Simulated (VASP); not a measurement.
Write the native input for VASP 6.6.1 that does the following.

```yaml
Task: single point
Functional: PBE
Potentials_or_basis: VASP PAW PBE potentials, release 64 (Ge_d, Sb, Te)
Cutoff: 520 eV
k_mesh: 9 × 9 × 3
Occupations: gaussian, width 0.03 eV
Spin: no spin polarisation
Dipole_correction: no
Further_INCAR_settings: ALGO = Normal; EDIFF = 1e-07; NBANDS = 33
```

The structure of GeSb2Te4 lies in POSCAR:

```
GeSb2Te4
1.0
   -4.2977010893      0.0000000000      0.0000000000
   -2.1488505447     -3.7219183212      0.0000000000
   -3.7607033382     -2.1712430846     14.1302728042
Ge Sb Te
1 2 4
Direct
    0.3811960517      0.3811960517      0.2073377777
   -0.2811657549     -0.2811657549      0.7713543595
    0.5515777427      0.5515777427      0.4866674886
    0.7727080555      0.7727080555      0.1076086130
   -0.6851105286     -0.6851105286      0.8923956264
    0.1367361965      0.1367361965      0.6263878696
   -0.0430010078     -0.0430010078      0.3630952651
```

These files were run (other wordings do the same):

INCAR

```
ALGO = Normal
EDIFF = 1E-7
ENCUT = 520
GGA = PE
ISIF = 2
ISMEAR = 0
LASPH = True
LCHARG = False
LREAL = False
LWAVE = False
NBANDS = 33
NELM = 80
PREC = Accurate
SIGMA = 0.03
```

KPOINTS

```
k-points
0
Gamma
  9 9 3
```

Potentials or basis: VASP PAW PBE potentials, release 64 (Ge_d, Sb, Te).

The run is started by

```console
$ cat potpaw_PBE.64/Ge_d/POTCAR potpaw_PBE.64/Sb/POTCAR potpaw_PBE.64/Te/POTCAR > POTCAR
$ mpirun -np 1 vasp_std > vasp.out
```

Results of the run:

```
Pressure               : 0.1 GPa
Largest force          : 0.083 eV/Å
Band gap on the k mesh : 0.33 eV (least direct gap 0.43 eV)
```

Caveat: spin-orbit coupling is left out, which moves the levels of the heavy elements; an odd mesh through Γ misses points on the zone boundary, where band edges can lie; this functional lacks dispersion, which binds the layers, so the pressure and a relaxed spacing across them are unreliable.

It took 13 min on 1 thread of Intel Xeon 8259CL, on a shared host, peak memory 0.67 GiB.
